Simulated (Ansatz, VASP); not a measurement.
# One calculation of Rh, two programs

POSCAR

```
Rh
1.0
    4.4895314866      0.0000000000      0.0000000000
   -2.2447657433      3.8880483185      0.0000000000
    0.0000000000      0.0000000000      2.7522779983
Rh
3
Direct
    0.0000000000      0.0000000000      0.0000000000
    0.3333333333      0.6666666667      0.5000000000
    0.6666666667      0.3333333333      0.5000000000
```

Contents of INCAR.step1:

```
ALGO = Normal
EDIFF = 1E-4
ENCUT = 520
GGA = PE
ISMEAR = 0
LASPH = True
LCHARG = False
LREAL = False
LWAVE = True
NBANDS = 30
NELM = 100
PREC = Accurate
SIGMA = 0.1
```

File INCAR.step2:

```
ALGO = Normal
EDIFF = 1E-7
ENCUT = 520
ISIF = 2
ISMEAR = 0
ISTART = 1
LASPH = True
LCHARG = False
LMIXTAU = True
LREAL = False
LWAVE = False
METAGGA = R2SCAN
NBANDS = 30
NELM = 100
PREC = Accurate
SIGMA = 0.1
```

KPOINTS

```
k-points
0
Gamma
  6 6 6
```

Input for Ansatz:

```yaml
crystal:
  lattice:
    - [4.4895314866, 0.0, 0.0]
    - [-2.2447657433, 3.8880483185, 0.0]
    - [0.0, 0.0, 2.7522779983]
  atoms:
    - { symbol: Rh, position: [0.0, 0.0, 0.0] }
    - { symbol: Rh, position: [0.3333333333, 0.6666666667, 0.5] }
    - { symbol: Rh, position: [0.6666666667, 0.3333333333, 0.5] }
basis:
  ecutwfc: 500
kpoints:
  mp_grid: { grid: [6, 6, 6] }
hamiltonian:
  xc: r2scan
scf:
  occupations: { method: gaussian, width: 0.1 }
  lower_state_search: "off"
output:
  forces: true
  stress: true
  eigenvalues: true
```

Alike in both runs: task single point; functional r2SCAN; k mesh 6 × 6 × 6; occupations gaussian, width 0.1 eV; no spin polarisation.

```csv
,VASP,Ansatz
version,VASP 6.6.1,Ansatz 0.2.0
potentials or method,"VASP PAW PBE potentials, release 64 (Rh_pv), cutoff 520 eV","scalar-relativistic, plane waves, PAW"
valence electrons in the cell,45,51
```

|  | VASP | Ansatz | Ansatz less VASP |
| --- | --- | --- | --- |
| gap on the k mesh at the Fermi level (eV) | none | none | - |
| pressure (GPa) | -23.4 | -24.0 | -0.57 |
| traceless stress, the component that is largest in VASP (GPa) | 3.31 | 3.36 | +0.053 |

VASP's potentials were made for PBE, not for r2SCAN. A gap of «none» marks a metal or a gap that the smearing closes. VASP's potentials hold 45 valence electrons a cell and Ansatz's 51, so a difference there can come from the potentials and not from the codes.

The k mesh is coarse, so the values compare programs but aren't converged.
